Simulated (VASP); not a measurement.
# Si3S (Pm-3m) in VASP: relaxation of cell and atoms with PBE

Aim: the relaxation of cell and atoms of Si3S with PBE.

Everything below comes from runs of VASP 6.6.1. Logs are shortened: lines on timing, memory, paths and dates and some standing lists are left out, and cuts for length are marked.

## 1. The cell of the first run

The structure is cubic, space group Pm-3m (No. 221). Conventional cell: a = 4.005 Å, b = 4.005 Å, c = 4.005 Å, α = 90.00°, β = 90.00°, γ = 90.00°. Si (site symmetry 4/mmm) has 8 Si at 2.83 Å and 4 S at 2.83 Å within 3.7 Å. S (site symmetry m-3m) has 12 Si at 2.83 Å within 3.7 Å.

## 2. Relaxation of cell and atoms, PBE

INCAR reads:

```
  PREC = Accurate
  ENCUT = 600
  EDIFF = 1E-6
  ISMEAR = 0
  SIGMA = 0.1
  LREAL = False
  LASPH = True
  NELM = 60
  ALGO = Normal
  ISIF = 3
  LWAVE = False
  LCHARG = False
  GGA = PE
  IBRION = 2
  NSW = 100
  EDIFFG = -0.01
```

KPOINTS reads:

```
regular mesh
0
Gamma
  12 12 12
```

POSCAR reads:

```
Si3S
1.0
    4.0047147939      0.0000000000      0.0000000000
    0.0000000000      4.0047147939      0.0000000000
    0.0000000000      0.0000000000      4.0047147939
Si S
3 1
Direct
    0.0000000000      0.5000000000      0.5000000000
    0.5000000000      0.0000000000      0.5000000000
    0.5000000000      0.5000000000      0.0000000000
    0.0000000000      0.0000000000      0.0000000000
```

Potentials or basis: VASP PAW PBE potentials, release 64 (Si, S).

Launch:

```bash
> cat potpaw_PBE.64/Si/POTCAR potpaw_PBE.64/S/POTCAR > POTCAR
> mpirun -np 1 vasp_std > vasp.out
```

OUTCAR:

```text
PREC = Accurate
   ENCUT = 600
   EDIFF = 1E-6
   ISMEAR = 0
   LREAL = False
   LASPH = True
   NELM = 60
   ISIF = 3
   GGA = PE
   IBRION = 2
   NSW = 100
   EDIFFG = -0.01

 ion  position               nearest neighbor table
   1  0.000  0.500  0.500-   2 2.83   3 2.83   4 2.83   3 2.83   4 2.83   2 2.83   4 2.83   4 2.83
                             2 2.83   3 2.83   3 2.83   2 2.83
   2  0.500  0.000  0.500-   1 2.83   3 2.83   4 2.83   3 2.83   4 2.83   1 2.83   3 2.83   3 2.83
                             1 2.83   4 2.83   4 2.83   1 2.83
   3  0.500  0.500  0.000-   1 2.83   2 2.83   4 2.83   1 2.83   2 2.83   2 2.83   4 2.83   2 2.83
                             1 2.83   4 2.83   1 2.83   4 2.83
   4  0.000  0.000  0.000-   1 2.83   2 2.83   3 2.83   1 2.83   2 2.83   1 2.83   3 2.83   1 2.83
                             2 2.83   3 2.83   2 2.83   3 2.83

  LATTYP: Found a simple cubic cell.
 ALAT       =     4.0047147939

  Lattice vectors:

 A1 = (   4.0047147939,   0.0000000000,   0.0000000000)
 A2 = (   0.0000000000,   4.0047147939,   0.0000000000)
 A3 = (   0.0000000000,   0.0000000000,   4.0047147939)

Analysis of symmetry for initial positions (statically):
=====================================================================
 Subroutine PRICEL returns:
 Original cell was already a primitive cell.

 Routine SETGRP: Setting up the symmetry group for a
 simple cubic supercell.

 Subroutine GETGRP returns: Found 48 space group operations
 (whereof 48 operations were pure point group operations)
 out of a pool of 48 trial point group operations.

The static configuration has the point symmetry O_h .

Analysis of symmetry for dynamics (positions and initial velocities):
=====================================================================
 Subroutine PRICEL returns:
 Original cell was already a primitive cell.

 Routine SETGRP: Setting up the symmetry group for a
 simple cubic supercell.

 Subroutine GETGRP returns: Found 48 space group operations
 (whereof 48 operations were pure point group operations)
 out of a pool of 48 trial point group operations.

The dynamic configuration has the point symmetry O_h .

 Subroutine INISYM returns: Found 48 space group operations
 (whereof 48 operations are pure point group operations),
 and found     1 'primitive' translations

----------------------------------------------------------------------------------------

                                     Primitive cell

  volume of cell :      64.2266
[... 116 lines left out ...]
  Thomas-Fermi vector in A             =   2.207078
   LORBIT       =      0    0 simple, 1 ext, 2 COOP (PROOUT), +10 PAW based schemes
   GGA     = PE    functional components
   LHFCALC =     F    Hartree Fock is set to
   AEXX    =    0.0000 exact exchange contribution
   IVDW    =     0    specifies the selected vdW correction
   LEPSILON=     F    determine dielectric tensor
   LRPA    =     F    only Hartree local field effects (RPA)
 conjugate gradient relaxation of ions
 non-spin polarized calculation
 Gauss-broadening in eV      SIGMA  =   0.10
  energy-cutoff  :      600.00
  volume of cell :       64.23
 maximum number of plane-waves:      2184
 NGX is ok and might be reduce to    32
   NGX = 15   NGY = 15   NGZ = 15

--------------------------------------- Ionic step        1  -------------------------------------------

 number of electron      18.0000002 magnetization

 Free energy of the ion-electron system (eV)
  ---------------------------------------------------
  ext. energy  EPLUGINS =         0.00000000
  ---------------------------------------------------
  free energy    TOTEN  =       -17.63174834 eV

  energy without entropy =      -17.62099688  energy(sigma->0) =      -17.62637261

------------------------ aborting loop because EDIFF is reached ----------------------------------------

  FORCE on cell =-STRESS in cart. coord.  units (eV):
  Direction    XX          YY          ZZ          XY          YZ          ZX
  --------------------------------------------------------------------------------------
  -------------------------------------------------------------------------------------
  Total       -0.8241246     -0.8241246     -0.8241246      0.0000000     -0.0000000      0.0000000
  in kB      -20.5583712    -20.5583712    -20.5583712      0.0000000     -0.0000000      0.0000000
  external PRESSURE =     -20.5583712 kB  Pullay stress =       0.0000000 kB
[... 63 lines left out ...]
--------------------------------------- Ionic step        3  -------------------------------------------

 number of electron      18.0000002 magnetization

 Free energy of the ion-electron system (eV)
  ---------------------------------------------------
  ext. energy  EPLUGINS =         0.00000000
  ---------------------------------------------------
  free energy    TOTEN  =       -17.64515380 eV

  energy without entropy =      -17.63498945  energy(sigma->0) =      -17.64007163

 E-fermi :   9.2205     XC(G=0): -10.9852

 val. band max:        9.1989203954   @ k =   0.0833   0.0000   0.0000
 cond. band min:       9.2205288115   @ k =   0.5000   0.4167   0.0833
 fundamental gap:      0.0216084161
 Fermi energy:         9.2205129054

 k-point     1 :       0.0000    0.0000    0.0000
  band No.  band energies     occupation
      1      -6.5473      2.00000
      2       0.0160      2.00000
      3       3.1599      2.00000
      4       3.1599      2.00000
      5       3.1599      2.00000
      6       4.7061      2.00000
      7       4.7061      2.00000
      8       9.4807      0.00023
      9       9.4807      0.00023
     10       9.4807      0.00023
     11      12.2201      0.00000
     12      12.2201      0.00000
     13      12.2201      0.00000
[... 354 lines left out ...]
  band No.  band energies     occupation
      1      -5.1622      2.00000
      2      -1.4302      2.00000
      3       0.0125      2.00000
      4       1.8097      2.00000
      5       4.9225      2.00000
      6       5.5785      2.00000
      7       7.3018      2.00000
      8       7.4988      2.00000
      9       8.4360      2.00000
     10       9.0917      1.93156
     11       9.9967      0.00000
     12      10.6050      0.00000
     13      11.7459      0.00000

 [... further k-points ...]

------------------------ aborting loop because EDIFF is reached ----------------------------------------

  FORCE on cell =-STRESS in cart. coord.  units (eV):
  Direction    XX          YY          ZZ          XY          YZ          ZX
  --------------------------------------------------------------------------------------
  -------------------------------------------------------------------------------------
  Total       -0.0005116     -0.0005116     -0.0005116      0.0000000      0.0000000     -0.0000000
  in kB       -0.0131790     -0.0131790     -0.0131790      0.0000000      0.0000000     -0.0000000
  external PRESSURE =      -0.0131790 kB  Pullay stress =       0.0000000 kB
[... 19 lines left out ...]
  FREE ENERGIE OF THE ION-ELECTRON SYSTEM (eV)
  ---------------------------------------------------
  free  energy   TOTEN  =       -17.6451538021 eV

  energy  without entropy=      -17.6349894488  energy(sigma->0) =      -17.64007163

 reached required accuracy - stopping structural energy minimisation
```

OSZICAR:

```text
N       E                     dE             d eps       ncg     rms          rms(c)
DAV:   1     0.438313822304E+02    0.43831E+02   -0.81272E+03  2184   0.131E+03
DAV:   2    -0.143319547763E+02   -0.58163E+02   -0.55408E+02  2738   0.165E+02
DAV:   3    -0.176622346251E+02   -0.33303E+01   -0.32211E+01  2955   0.350E+01
DAV:   4    -0.177129011315E+02   -0.50667E-01   -0.50432E-01  2537   0.491E+00
[... 19 lines left out ...]
DAV:   1    -0.176452963712E+02   -0.20221E-03   -0.34111E-03  2229   0.363E-01    0.793E-02
DAV:   2    -0.176451695183E+02    0.12685E-03   -0.32883E-04  2449   0.128E-01    0.325E-02
DAV:   3    -0.176451578170E+02    0.11701E-04   -0.67947E-05  2404   0.566E-02    0.257E-02
DAV:   4    -0.176451539317E+02    0.38853E-05   -0.62928E-06  2407   0.165E-02    0.978E-03
DAV:   5    -0.176451538021E+02    0.12954E-06   -0.14045E-06  1178   0.844E-03
   3 F= -.17645154E+02 E0= -.17640072E+02  d E =-.134055E-01
```

CONTCAR:

```text
Si3S
   1.00000000000000
     3.9620896640150614    0.0000000000000000    0.0000000000000000
     0.0000000000000000    3.9620896640150614    0.0000000000000000
    -0.0000000000000000   -0.0000000000000000    3.9620896640150614
  Si              S
     3     1
Direct
     0.0000000000000000    0.5000000000000000    0.5000000000000000
     0.5000000000000000    0.0000000000000000    0.5000000000000000
     0.5000000000000000    0.5000000000000000    0.0000000000000000
     0.0000000000000000    0.0000000000000000    0.0000000000000000

  0.00000000E+00  0.00000000E+00  0.00000000E+00
  0.00000000E+00  0.00000000E+00  0.00000000E+00
  0.00000000E+00  0.00000000E+00  0.00000000E+00
  0.00000000E+00  0.00000000E+00  0.00000000E+00
```

Run time: 3.7 min. Hardware: 1 thread of Intel Xeon 8259CL, shared host; peak memory 0.19 GiB.

Results:

| Property | Result |
| --- | --- |
| Free energy | -17.6452 eV |
| Relaxed volume | 15.55 Å³/atom |
| Relaxed cell | a = 3.962 Å, b = 3.962 Å, c = 3.962 Å, α = 90.00°, β = 90.00°, γ = 90.00° |
| Space group after relaxing (to 0.1 Å) | Pm-3m (No. 221) |
| Energy gained by relaxing | 3.4 meV/atom |
| Ionic steps | 3 |
| Pressure after relaxing | 0.0 GPa |
| Band gap on the k mesh | zero (bands 9 and 10 overlap by 4.46 eV) |

Step by step:
```
step  energy change (eV)  largest force (eV/Å)  pressure (GPa)  volume (Å³)
   1              0.0000                0.0000           -2.06        64.23
   2             -0.0133                0.0000           -0.15        62.33
   3             -0.0134                0.0000            0.00        62.20
```

Final structure:
```cif
data_structure
_symmetry_space_group_name_H-M 'P 1'
_symmetry_Int_Tables_number 1
_cell_length_a 3.9621
_cell_length_b 3.9621
_cell_length_c 3.9621
_cell_angle_alpha 90.000
_cell_angle_beta 90.000
_cell_angle_gamma 90.000
_cell_volume 62.20
loop_
_atom_site_label
_atom_site_type_symbol
_atom_site_fract_x
_atom_site_fract_y
_atom_site_fract_z
_atom_site_occupancy
Si1 Si 0.00000 0.50000 0.50000 1
Si2 Si 0.50000 0.00000 0.50000 1
Si3 Si 0.50000 0.50000 0.00000 1
S1 S 0.00000 0.00000 0.00000 1
```

Levels at points of the mesh, in eV from the Fermi level:
| k point | band 6 | band 7 | band 8 | band 9 | band 10 | band 11 | band 12 | band 13 |
| --- | --- | --- | --- | --- | --- | --- | --- | --- |
| (0.00, 0.00, 0.00) | -4.51 | -4.51 | 0.26 | 0.26 | 0.26 | 3.00 | 3.00 | 3.00 |
| (0.50, 0.00, 0.00) | -3.10 | -2.92 | -2.84 | -2.84 | -1.21 | 2.75 | 2.75 | 3.09 |
| (0.50, 0.50, 0.00) | -2.63 | -1.69 | -1.69 | -0.70 | -0.65 | -0.65 | -0.07 | 4.21 |
| (0.50, 0.50, 0.50) | -7.44 | -7.44 | -6.52 | 3.25 | 3.25 | 3.25 | 7.82 | 7.82 |

The gap in the log of VASP goes by the Fermi energy; the results here count the filled bands.